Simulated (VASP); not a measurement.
# Al4N5 in VASP: relaxation of the atoms with PBE

Aim: the relaxation of the atoms of Al4N5 with PBE.

Program: VASP 6.6.1. These are calculated values, not measurements. Logs are shortened: lines on timing, memory, paths and dates and some standing lists are left out, and cuts for length are marked.

## 1. The cell of the first run

The cell holds a slab with vacuum, 9 atoms: a = 3.130 Å, b = 3.130 Å, c = 23.562 Å, α = 90.00°, β = 90.00°, γ = 120.00°.

## 2. Relaxation of the atoms, PBE, collinear spin

INCAR

```
PREC = Accurate ; ENCUT = 520
EDIFF = 1E-7 ; ISMEAR = 0
SIGMA = 0.05 ; LREAL = False
LASPH = True ; NELM = 200
ALGO = Normal ; ISIF = 2
LWAVE = False ; LCHARG = False
ISPIN = 2 ; MAGMOM = 0 0 0 0 3 0 0 0 0
LORBIT = 11 ; LDIPOL = True
IDIPOL = 3 ; DIPOL = 0.5 0.5 0.366
GGA = PE ; IBRION = 2
NSW = 36 ; EDIFFG = -0.025
GGA_COMPAT = False ; NELMIN = 4
NELMDL = -8 ; KPAR = 4
```

KPOINTS

```
regular mesh
0
Gamma
  9 9 1
```

POSCAR

```
Al4N5
1.0
    3.1297683446      0.0000000000      0.0000000000
   -1.5648841723      2.7104588944      0.0000000000
    0.0000000000      0.0000000000     23.5622383296
N Al
5 4
Selective dynamics
Direct
    0.3333333333      0.6666666667      0.1697631585  F F F
    0.6666666667      0.3333333333      0.2762323142  F F F
    0.3333333333      0.6666666667      0.3850947236  F F F
    0.6666666667      0.3333333333      0.4903953008  F F F
    0.3333333333      1.1666666667      0.5627076396  F F T
    0.6666666667      0.3333333333      0.1949871942  F F F
    0.3333333333      0.6666666667      0.3014563499  F F F
    0.6666666667      0.3333333333      0.4056970604  F F F
    0.3333333333      0.6666666667      0.5119309193  F F F
```

Potentials or basis: VASP PAW PBE potentials, release 64 (N, Al).

Run with:

```bash
$ cat potpaw_PBE.64/N/POTCAR potpaw_PBE.64/Al/POTCAR > POTCAR
$ mpirun -np 4 vasp_std > vasp.out
```

OUTCAR:

```text
PREC = Accurate
   ENCUT = 520
   EDIFF = 1E-7
   ISMEAR = 0
   LREAL = False
   LASPH = True
   NELM = 200
   ISIF = 2
   ISPIN = 2
   LORBIT = 11
   GGA = PE
   IBRION = 2
   NSW = 36
   EDIFFG = -0.025
   NELMIN = 4
   NELMDL = -8

 ion  position               nearest neighbor table
   1  0.333  0.667  0.170-   6 1.90   6 1.90   6 1.90
   2  0.667  0.333  0.276-   7 1.90   7 1.90   7 1.90   6 1.91
   3  0.333  0.667  0.385-   8 1.87   8 1.87   8 1.87   7 1.97
   4  0.667  0.333  0.490-   9 1.88   9 1.88   9 1.88   8 2.00
   5  0.333  0.167  0.563-   9 1.97   9 1.97
   6  0.667  0.333  0.195-   1 1.90   1 1.90   1 1.90   2 1.91   7 3.09   7 3.09   7 3.09
   7  0.333  0.667  0.301-   2 1.90   2 1.90   2 1.90   3 1.97   8 3.05   8 3.05   8 3.05   6 3.09
                             6 3.09   6 3.09
   8  0.667  0.333  0.406-   3 1.87   3 1.87   3 1.87   4 2.00   7 3.05   7 3.05   7 3.05   9 3.09
                             9 3.09   9 3.09
   9  0.333  0.667  0.512-   4 1.88   4 1.88   4 1.88   5 1.97   5 1.97   8 3.09   8 3.09   8 3.09

  LATTYP: Found a hexagonal cell.
 ALAT       =     3.1297683446
 C/A-ratio  =     7.5284288597

  Lattice vectors:

 A1 = (   3.1297683446,   0.0000000000,   0.0000000000)
 A2 = (  -1.5648841723,   2.7104588944,   0.0000000000)
 A3 = (   0.0000000000,   0.0000000000,  23.5622383296)

Analysis of symmetry for initial positions (statically):
=====================================================================
 Subroutine PRICEL returns:
 Original cell was already a primitive cell.

 Routine SETGRP: Setting up the symmetry group for a
 hexagonal supercell.

 Subroutine GETGRP returns: Found  2 space group operations
 (whereof  2 operations were pure point group operations)
 out of a pool of 24 trial point group operations.

The static configuration has the point symmetry C_1h.

Analysis of symmetry for dynamics (positions and initial velocities):
=====================================================================
 Subroutine PRICEL returns:
 Original cell was already a primitive cell.

 Routine SETGRP: Setting up the symmetry group for a
 hexagonal supercell.

 Subroutine GETGRP returns: Found  2 space group operations
 (whereof  2 operations were pure point group operations)
 out of a pool of 24 trial point group operations.

The dynamic configuration has the point symmetry C_1h.

Analysis of constrained symmetry for selective dynamics:
=====================================================================
 Subroutine PRICEL returns:
 Original cell was already a primitive cell.

 Routine SETGRP: Setting up the symmetry group for a
 hexagonal supercell.

 Subroutine GETGRP returns: Found  2 space group operations
 (whereof  2 operations were pure point group operations)
 out of a pool of 24 trial point group operations.

The constrained configuration has the point symmetry C_1h.

Analysis of structural, dynamic, and magnetic symmetry:
=====================================================================
 Subroutine PRICEL returns:
 Original cell was already a primitive cell.

 Routine SETGRP: Setting up the symmetry group for a
 hexagonal supercell.

 Subroutine GETGRP returns: Found  2 space group operations
 (whereof  2 operations were pure point group operations)
 out of a pool of 24 trial point group operations.

The overall configuration has the point symmetry C_1h.

 Subroutine INISYM returns: Found  2 space group operations
 (whereof  2 operations are pure point group operations),
 and found     1 'primitive' translations

----------------------------------------------------------------------------------------

                                     Primitive cell

[... 119 lines left out ...]
   EFERMI_NEDOS =   21; number of points for ismear=-14 and -15
   IALGO  =     38    algorithm
   IMIX   =      4    mixing-type and parameters
     AMIX     =   0.40;   BMIX     =  1.00
     AMIX_MAG =   1.60;   BMIX_MAG =  1.00
  volume/ion in A,a.u.               =      22.21       149.87
  Fermi-wavevector in a.u.,A,eV,Ry     =   0.933007  1.763128 11.843899  0.870502
  Thomas-Fermi vector in A             =   2.059664
   LORBIT       =     11    0 simple, 1 ext, 2 COOP (PROOUT), +10 PAW based schemes
   GGA     = PE    functional components
   LHFCALC =     F    Hartree Fock is set to
   AEXX    =    0.0000 exact exchange contribution
   IVDW    =     0    specifies the selected vdW correction
   LEPSILON=     F    determine dielectric tensor
   LRPA    =     F    only Hartree local field effects (RPA)
 conjugate gradient relaxation of ions
 spin polarized calculation
 Gauss-broadening in eV      SIGMA  =   0.05
  energy-cutoff  :      520.00
  volume of cell :      199.88
 maximum number of plane-waves:      5411
   NGX = 11   NGY = 11   NGZ = 87

--------------------------------------- Ionic step        1  -------------------------------------------

 number of electron      36.9999999 magnetization       0.9999680

 Free energy of the ion-electron system (eV)
  ---------------------------------------------------
  ext. energy  EPLUGINS =         0.00000000
  ---------------------------------------------------
  free energy    TOTEN  =       -61.44700061 eV

  energy without entropy =      -61.44290672  energy(sigma->0) =      -61.44495367

------------------------ aborting loop because EDIFF is reached ----------------------------------------

  FORCE on cell =-STRESS in cart. coord.  units (eV):
  Direction    XX          YY          ZZ          XY          YZ          ZX
  --------------------------------------------------------------------------------------
  -------------------------------------------------------------------------------------
  Total        1.9359057      2.7170475     -3.8180528     -0.6764887      1.0254954      1.7762118
  in kB       15.5175522     21.7789156    -30.6041944     -5.4224998      8.2200178     14.2375010
  external PRESSURE =       2.2307578 kB  Pullay stress =       0.0000000 kB
[... 32 lines left out ...]
 number of electron      36.9999999 magnetization       1.0000005

------------------------ aborting loop because EDIFF is reached ----------------------------------------

 vacuum level on the upper side and lower side of the slab       (xc-potential included)        -0.147        -0.048

  FORCE on cell =-STRESS in cart. coord.  units (eV):
  Direction    XX          YY          ZZ          XY          YZ          ZX
  --------------------------------------------------------------------------------------
  -------------------------------------------------------------------------------------
  Total        2.4354885      3.8283160     -2.4515040     -1.2062240      1.0778142      1.8668289
  in kB       19.5220358     30.6864607    -19.6504108     -9.6686756      8.6393867     14.9638566
  external PRESSURE =      10.1860286 kB  Pullay stress =       0.0000000 kB
[... 67 lines left out ...]
  FREE ENERGIE OF THE ION-ELECTRON SYSTEM (eV)
  ---------------------------------------------------
  free  energy   TOTEN  =       -61.7793681021 eV

  energy  without entropy=      -61.7728959150  energy(sigma->0) =      -61.77613201

 dipolmoment           0.000000      0.000000      0.015410 electrons x Angstroem

--------------------------------------- Ionic step        4  -------------------------------------------

 number of electron      36.9999999 magnetization       0.9999999

 dipolmoment           0.000000      0.000000     -0.007546 electrons x Angstroem

 Free energy of the ion-electron system (eV)
  ---------------------------------------------------
  ext. energy  EPLUGINS =         0.00000000
  ---------------------------------------------------
  free energy    TOTEN  =       -61.77979272 eV

  energy without entropy =      -61.77301937  energy(sigma->0) =      -61.77640605

 E-fermi :  -0.4238     XC(G=0):  -5.5789

 val. band max:       -0.4239736975   @ k =   0.0000   0.1111   0.0000
 cond. band min:      -0.4153326609   @ k =   0.0000   0.3333   0.0000
 fundamental gap:      0.0086410366
 Fermi energy:        -0.4237526840

 spin component 1

 k-point     1 :       0.0000    0.0000    0.0000
  band No.  band energies     occupation
      1     -18.9926      1.00000
      2     -17.2779      1.00000
      3     -16.1554      1.00000
      4     -14.1845      1.00000
      5     -12.8885      1.00000
      6      -7.5141      1.00000
[... 661 lines left out ...]
     24       6.2017      0.00000
     25       6.3189      0.00000

 [... further k-points ...]

 spin component 2

 k-point     1 :       0.0000    0.0000    0.0000
  band No.  band energies     occupation
      1     -18.8427      1.00000
      2     -17.2518      1.00000
      3     -16.0878      1.00000
      4     -13.6671      1.00000
      5     -12.6271      1.00000
      6      -7.4455      1.00000
[... 661 lines left out ...]
     24       6.2546      0.00000
     25       6.3704      0.00000

 [... further k-points ...]

------------------------ aborting loop because EDIFF is reached ----------------------------------------

 vacuum level on the upper side and lower side of the slab       (xc-potential included)        -0.155         0.021

  FORCE on cell =-STRESS in cart. coord.  units (eV):
  Direction    XX          YY          ZZ          XY          YZ          ZX
  --------------------------------------------------------------------------------------
  -------------------------------------------------------------------------------------
  Total        3.5786155      6.0262208     -0.6039834     -2.1196884      1.0259252      1.7769541
  in kB       28.6849470     48.3041075     -4.8413226    -16.9906914      8.2234624     14.2434513
  external PRESSURE =      24.0492439 kB  Pullay stress =       0.0000000 kB
[... 24 lines left out ...]
  FREE ENERGIE OF THE ION-ELECTRON SYSTEM (eV)
  ---------------------------------------------------
  free  energy   TOTEN  =       -61.7797927222 eV

  energy  without entropy=      -61.7730193746  energy(sigma->0) =      -61.77640605

 reached required accuracy - stopping structural energy minimisation

 vacuum level on the upper side and lower side of the slab         6.279         6.449

 total charge

# of ion       s       p       d       tot
------------------------------------------
    1        1.250   2.453   0.000   3.703
    2        1.229   2.612   0.000   3.842
    3        1.226   2.634   0.000   3.860
    4        1.235   2.596   0.000   3.831
    5        1.320   2.319   0.000   3.640
    6        0.369   0.430   0.000   0.799
    7        0.364   0.424   0.000   0.788
    8        0.365   0.426   0.000   0.791
    9        0.356   0.484   0.000   0.841
--------------------------------------------------
tot          7.715  14.380   0.000  22.095

 magnetization (x)

# of ion       s       p       d       tot
------------------------------------------
    1        0.019   0.322   0.000   0.341
    2        0.000   0.026   0.000   0.027
    3       -0.000   0.004   0.000   0.004
    4        0.001   0.033   0.000   0.034
    5        0.007   0.231   0.000   0.238
    6       -0.003  -0.000   0.000  -0.003
    7        0.001   0.001   0.000   0.002
    8        0.000   0.000   0.000   0.000
    9        0.000   0.003   0.000   0.004
--------------------------------------------------
tot          0.025   0.622   0.000   0.647
```

It took 9.5 min on 4 MPI ranks of Intel Xeon 6975P-C (Granite Rapids), shared host; peak memory 0.51 GiB.

What came out:

- Free energy: -61.7798 eV
- Energy gained by relaxing: 37.0 meV/atom
- Ionic steps: 4
- Band gap on the k mesh: zero (filled and empty bands overlap)
- Net moment: 1.00 μB per cell
- Site moments: N +0.34, +0.03, +0.00, +0.24 (each value once); Al -0.00, +0.00 (each value once) μB
- Valence electrons inside the program's atomic spheres: N 3.70, 3.84, 3.86, 3.83, 3.64; Al 0.80, 0.79, 0.84 (each value once)

The path:
```csv
step,energy change (eV),largest force on free atoms (eV/Å),pressure (GPa)
1,0.0000,2.3482,0.22
2,-0.2187,1.4700,1.02
3,-0.3324,0.0884,2.31
4,-0.3328,0.0045,2.40
```

Final structure:
```
CELL_PARAMETERS angstrom
3.12977 0.00000 0.00000
-1.56488 2.71046 0.00000
0.00000 0.00000 23.56224
ATOMIC_POSITIONS crystal
N 0.33333 0.66667 0.16976
N 0.66667 0.33333 0.27623
N 0.33333 0.66667 0.38509
N 0.66667 0.33333 0.49040
N 0.33333 0.16667 0.55146
Al 0.66667 0.33333 0.19499
Al 0.33333 0.66667 0.30146
Al 0.66667 0.33333 0.40570
Al 0.33333 0.66667 0.51193
```
